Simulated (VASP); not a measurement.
# Ge2RuW4 (P4/mmm) in VASP: single point with PBE

Aim: the single point of Ge2RuW4 with PBE.

All numbers are computed with VASP 6.6.1; they aren't measurements. Logs are shortened: lines on timing, memory, paths and dates and some standing lists are left out, and cuts for length are marked.

## (1) The cell of the first run

The structure is tetragonal, space group P4/mmm (No. 123). Conventional cell: a = 6.923 Å, b = 6.923 Å, c = 4.498 Å, α = 90.00°, β = 90.00°, γ = 90.00°. Within 3.0 Å of Ge (site symmetry 4/mmm) lie 2 Ru at 2.25 Å. Ge (site symmetry 4/mmm) has 4 W at 2.41 Å within 3.2 Å. Within 3.0 Å of Ru (site symmetry 4/mmm) lie 2 Ge at 2.25 Å. W (site symmetry m2m) has 1 W at 2.10 Å and 1 Ge at 2.41 Å within 2.8 Å.

The cell was generated, and may not be a known phase.

## (2) Single point, PBE

Input file INCAR:

```
PREC = Accurate
ENCUT = 520
EDIFF = 1E-6
ISMEAR = 0
SIGMA = 0.2
LREAL = False
LASPH = True
NELM = 60
ALGO = Fast
ISIF = 2
LWAVE = False
LCHARG = False
GGA = PE
NBANDS = 58
```

Input file KPOINTS:

```
regular mesh
0
Gamma
  3 3 4
```

Input file POSCAR:

```
Ge2RuW4
1.0
    6.9227898638      0.0000000000      0.0000000000
    0.0000000000      6.9227898638      0.0000000000
    0.0000000000      0.0000000000      4.4978984283
Ge Ru W
2 1 4
Direct
    0.5000000000      0.5000000000      0.0000000000
    0.0000000000      0.0000000000      0.0000000000
    0.5000000000      0.5000000000      0.5000000000
    0.6517018012      0.0000000000      0.0000000000
    0.3482981988      0.0000000000      0.0000000000
    0.0000000000      0.6517018012      0.0000000000
    0.0000000000      0.3482981988      0.0000000000
```

Potentials or basis: VASP PAW PBE potentials, release 64 (Ge_d, Ru_pv, W_sv).

Started as:

```bash
$ cat potpaw_PBE.64/Ge_d/POTCAR potpaw_PBE.64/Ru_pv/POTCAR potpaw_PBE.64/W_sv/POTCAR > POTCAR
$ mpirun -np 1 vasp_std > vasp.out
```

OUTCAR:

```text
PREC = Accurate
   ENCUT = 520
   EDIFF = 1E-6
   ISMEAR = 0
   LREAL = False
   LASPH = True
   NELM = 60
   ISIF = 2
   GGA = PE

 ion  position               nearest neighbor table
   1  0.500  0.500  0.000-   3 2.25   3 2.25
   2  0.000  0.000  0.000-   4 2.41   5 2.41   6 2.41   7 2.41
   3  0.500  0.500  0.500-   1 2.25   1 2.25
   4  0.652  0.000  0.000-   5 2.10   2 2.41   6 3.41   7 3.41
   5  0.348  0.000  0.000-   4 2.10   2 2.41   6 3.41   7 3.41
   6  0.000  0.652  0.000-   7 2.10   2 2.41   5 3.41   4 3.41
   7  0.000  0.348  0.000-   6 2.10   2 2.41   5 3.41   4 3.41

  LATTYP: Found a simple tetragonal cell.
 ALAT       =     6.9227898638
 C/A-ratio  =     0.6497233799

  Lattice vectors:

 A1 = (   6.9227898638,   0.0000000000,   0.0000000000)
 A2 = (   0.0000000000,   6.9227898638,   0.0000000000)
 A3 = (   0.0000000000,   0.0000000000,   4.4978984283)

Analysis of symmetry for initial positions (statically):
=====================================================================
 Subroutine PRICEL returns:
 Original cell was already a primitive cell.

 Routine SETGRP: Setting up the symmetry group for a
 simple tetragonal supercell.

 Subroutine GETGRP returns: Found 16 space group operations
 (whereof 16 operations were pure point group operations)
 out of a pool of 16 trial point group operations.

The static configuration has the point symmetry D_4h.

Analysis of symmetry for dynamics (positions and initial velocities):
=====================================================================
 Subroutine PRICEL returns:
 Original cell was already a primitive cell.

 Routine SETGRP: Setting up the symmetry group for a
 simple tetragonal supercell.

 Subroutine GETGRP returns: Found 16 space group operations
 (whereof 16 operations were pure point group operations)
 out of a pool of 16 trial point group operations.

The dynamic configuration has the point symmetry D_4h.

 Subroutine INISYM returns: Found 16 space group operations
 (whereof 16 operations are pure point group operations),
 and found     1 'primitive' translations

----------------------------------------------------------------------------------------

                                     Primitive cell

  volume of cell :     215.5619

  direct lattice vectors                    reciprocal lattice vectors
     6.922789864  0.000000000  0.000000000     0.144450434  0.000000000  0.000000000
     0.000000000  6.922789864  0.000000000     0.000000000  0.144450434  0.000000000
     0.000000000  0.000000000  4.497898428     0.000000000  0.000000000  0.222326052

  length of vectors
     6.922789864  6.922789864  4.497898428     0.144450434  0.144450434  0.222326052

  position of ions in fractional coordinates (direct lattice)
     0.500000000  0.500000000  0.000000000
     0.000000000  0.000000000  0.000000000
     0.500000000  0.500000000  0.500000000
     0.651701801  0.000000000  0.000000000
     0.348298199  0.000000000  0.000000000
     0.000000000  0.651701801  0.000000000
     0.000000000  0.348298199  0.000000000

  ion indices of the primitive-cell ions
   primitive index   ion index
                 1           1
                 2           2
                 3           3
                 4           4
                 5           5
                 6           6
                 7           7

----------------------------------------------------------------------------------------

 KPOINTS: regular mesh

Automatic generation of k-mesh.
 Grid dimensions read from file:
 generate k-points for:    3    3    4

 Generating k-lattice:

  Cartesian coordinates                     Fractional coordinates (reciprocal lattice)
     0.048150145  0.000000000  0.000000000     0.333333333  0.000000000  0.000000000
     0.000000000  0.048150145  0.000000000     0.000000000  0.333333333  0.000000000
     0.000000000  0.000000000  0.055581513     0.000000000  0.000000000  0.250000000

  Length of vectors
     0.048150145  0.048150145  0.055581513

  Shift w.r.t. Gamma in fractional coordinates (k-lattice)
     0.000000000  0.000000000  0.000000000

 Subroutine IBZKPT returns following result:
 ===========================================

 Found      9 irreducible k-points:

 Following reciprocal coordinates:
            Coordinates               Weight
  0.000000  0.000000  0.000000      1.000000
  0.333333  0.000000  0.000000      4.000000
  0.333333  0.333333  0.000000      4.000000
  0.000000  0.000000  0.250000      2.000000
  0.333333  0.000000  0.250000      8.000000
  0.333333  0.333333  0.250000      8.000000
  0.000000  0.000000  0.500000      1.000000
  0.333333  0.000000  0.500000      4.000000
  0.333333  0.333333  0.500000      4.000000
   k-points           NKPTS =      9   k-points in BZ     NKDIM =      9   number of bands    NBANDS=     58
   number of dos      NEDOS =    301   number of ions     NIONS =      7
   total plane-waves  NPLWV = 104976
   dimension x,y,z NGX =    54 NGY =   54 NGZ =   36
   dimension x,y,z NGXF=   108 NGYF=  108 NGZF=   72
   ions per type =               2   1   4
   NGX,Y,Z   is equivalent  to a cutoff of  12.97, 12.97, 13.31 a.u.
   NGXF,Y,Z  is equivalent  to a cutoff of  25.94, 25.94, 26.61 a.u.
 SYSTEM =  unknown system
   PREC   = accura    normal or accurate (medium, high low for compatibility)
   ISTART =      0    job   : 0-new  1-cont  2-samecut
   ICHARG =      2    charge: 1-file 2-atom 10-const
   ISPIN  =      1    spin polarized calculation?
   LNONCOLLINEAR =      F non collinear calculations
   LSORBIT =      F    spin-orbit coupling
   LASPH  =      T    aspherical Exc in radial PAW
   ENCUT  =  520.0 eV  38.22 Ry    6.18 a.u.  12.87 12.87  8.36*2*pi/ulx,y,z
   NELM   =     60;   NELMIN=  2; NELMDL= -5     # of ELM steps
   EDIFF  = 0.1E-05   stopping-criterion for ELM
   LREAL  =      F    real-space projection
   EDIFFG = 0.1E-04   stopping-criterion for IOM
   NSW    =      0    number of steps for IOM
   IBRION =     -1    ionic relax: 0-MD 1-quasi-New 2-CG
   NFREE  =      0    steps in history (QN), initial steepest desc. (CG)
   ISIF   =      2    stress and relaxation
   ISYM   =      2    0-nonsym 1-usesym 2-fastsym
   POTIM  = 0.5000    time-step for ionic-motion
   TEBEG  =    0.0;   TEEND  =   0.0 temperature during run
   PSTRESS=    0.0 pullay stress
   NELECT =      98.0000    total number of electrons
   NUPDOWN=      -1.0000    fix difference up-down
   EMIN   =  10.00;   EMAX   =-10.00  energy-range for DOS
   EFERMI =   0.00;   METHOD = LEGACY
   ISMEAR =     0;   SIGMA  =   0.20  broadening in eV -4-tet -1-fermi 0-gaus
   EFERMI_NEDOS =   21; number of points for ismear=-14 and -15
   IALGO  =     68    algorithm
   IMIX   =      4    mixing-type and parameters
     AMIX     =   0.40;   BMIX     =  1.00
     AMIX_MAG =   1.60;   BMIX_MAG =  1.00
  volume/ion in A,a.u.               =      30.79       207.81
  Fermi-wavevector in a.u.,A,eV,Ry     =   1.258808  2.378802 21.559764  1.584598
  Thomas-Fermi vector in A             =   2.392399
   LORBIT       =      0    0 simple, 1 ext, 2 COOP (PROOUT), +10 PAW based schemes
   GGA     = PE    functional components
   LHFCALC =     F    Hartree Fock is set to
   AEXX    =    0.0000 exact exchange contribution
   IVDW    =     0    specifies the selected vdW correction
   LEPSILON=     F    determine dielectric tensor
   LRPA    =     F    only Hartree local field effects (RPA)
 non-spin polarized calculation
 RMM-DIIS sequential band-by-band and
 Gauss-broadening in eV      SIGMA  =   0.20
  energy-cutoff  :      520.00
  volume of cell :      215.56
 maximum number of plane-waves:      5824
 NGX is ok and might be reduce to    54
   NGX = 25   NGY = 25   NGZ = 17

 number of electron      98.0000003 magnetization

 Free energy of the ion-electron system (eV)
  ---------------------------------------------------
  ext. energy  EPLUGINS =         0.00000000
  ---------------------------------------------------
  free energy    TOTEN  =       -47.39059164 eV

  energy without entropy =      -47.18582369  energy(sigma->0) =      -47.28820766

 E-fermi :   3.1562     XC(G=0):  -9.2618

 val. band max:        3.1356529427   @ k =   0.3333   0.3333   0.0000
 cond. band min:       3.1599564379   @ k =   0.0000   0.0000   0.0000
 fundamental gap:      0.0243034953
 Fermi energy:         3.1562420055

 k-point     1 :       0.0000    0.0000    0.0000
  band No.  band energies     occupation
      1     -71.0781      2.00000
      2     -71.0753      2.00000
      3     -70.5429      2.00000
      4     -70.5429      2.00000
      5     -38.8251      2.00000
      6     -38.3501      2.00000
[... 50 lines left out ...]
     57       4.1545      0.00000
     58       4.9602      0.00000

 k-point     2 :       0.3333    0.0000    0.0000
  band No.  band energies     occupation
      1     -71.0773      2.00000
      2     -71.0759      2.00000
      3     -70.5430      2.00000
      4     -70.5429      2.00000
      5     -38.8251      2.00000
      6     -38.3501      2.00000
[... 50 lines left out ...]
     57       4.6224      0.00000
     58       5.1548      0.00000

 k-point     3 :       0.3333    0.3333    0.0000
  band No.  band energies     occupation
      1     -71.0769      2.00000
      2     -71.0763      2.00000
      3     -70.5441      2.00000
      4     -70.5419      2.00000
      5     -38.8251      2.00000
      6     -38.3501      2.00000
[... 301 lines left out ...]
      3     -70.5430      2.00000
      4     -70.5429      2.00000
      5     -38.8448      2.00000
      6     -38.3506      2.00000
[... 50 lines left out ...]
     57       5.1288      0.00000
     58       5.5899      0.00000

 k-point     9 :       0.3333    0.3333    0.5000
  band No.  band energies     occupation
      1     -71.0769      2.00000
      2     -71.0762      2.00000
      3     -70.5441      2.00000
      4     -70.5419      2.00000
      5     -38.8448      2.00000
      6     -38.3506      2.00000
[... 50 lines left out ...]
     57       5.1466      0.00000
     58       5.4125      0.00000

------------------------ aborting loop because EDIFF is reached ----------------------------------------

  FORCE on cell =-STRESS in cart. coord.  units (eV):
  Direction    XX          YY          ZZ          XY          YZ          ZX
  --------------------------------------------------------------------------------------
  -------------------------------------------------------------------------------------
  Total        1.0681976      1.0681976      0.5307449      0.0000000      0.0000000      0.0000000
  in kB        7.9394469      7.9394469      3.9447954      0.0000000      0.0000000      0.0000000
  external PRESSURE =       6.6078964 kB  Pullay stress =       0.0000000 kB

 VOLUME and BASIS-vectors are now :
 -----------------------------------------------------------------------------
  energy-cutoff  :      520.00
  volume of cell :      215.56
      direct lattice vectors                 reciprocal lattice vectors
     6.922789864  0.000000000  0.000000000     0.144450434  0.000000000  0.000000000
     0.000000000  6.922789864  0.000000000     0.000000000  0.144450434  0.000000000
     0.000000000  0.000000000  4.497898428     0.000000000  0.000000000  0.222326052

 POSITION                                       TOTAL-FORCE (eV/Angst)
 -----------------------------------------------------------------------------------
      3.46139      3.46139      0.00000         0.000000     -0.000000     -0.000000
      0.00000      0.00000      0.00000         0.000000     -0.000000     -0.000000
      3.46139      3.46139      2.24895         0.000000     -0.000000     -0.000000
      4.51159      0.00000      0.00000         0.860232     -0.000000      0.000000
      2.41120      0.00000      0.00000        -0.860232     -0.000000     -0.000000
      0.00000      4.51159      0.00000        -0.000000      0.860232      0.000000
      0.00000      2.41120      0.00000         0.000000     -0.860232      0.000000
 -----------------------------------------------------------------------------------
    total drift:                                0.000000     -0.000000      0.000000

  FREE ENERGIE OF THE ION-ELECTRON SYSTEM (eV)
  ---------------------------------------------------
  free  energy   TOTEN  =       -47.3905916375 eV

  energy  without entropy=      -47.1858236862  energy(sigma->0) =      -47.28820766
```

It took 15 min on 1 thread of AMD EPYC 7R43 (Zen 3), shared host; peak memory 0.39 GiB.

Results:

- Free energy: -47.3906 eV
- Pressure: 0.7 GPa
- Largest force: 0.860 eV/Å
- Band gap on the k mesh: zero (bands 49 and 50 overlap by 0.11 eV)

Forces in eV/Å, atoms in the order of the input:
```
Ge   0.000  0.000  0.000
Ge   0.000  0.000  0.000
Ru   0.000  0.000  0.000
W    0.860  0.000  0.000
W   -0.860  0.000  0.000
W    0.000  0.860  0.000
W    0.000 -0.860  0.000
```

Stress tensor (GPa, compression positive):
```
0.79 0.00 0.00
0.00 0.79 0.00
0.00 0.00 0.39
```

Caveat: spin-orbit coupling is left out, which moves the levels of the heavy elements.

The gap in the log of VASP goes by the Fermi energy; the results here count the filled bands.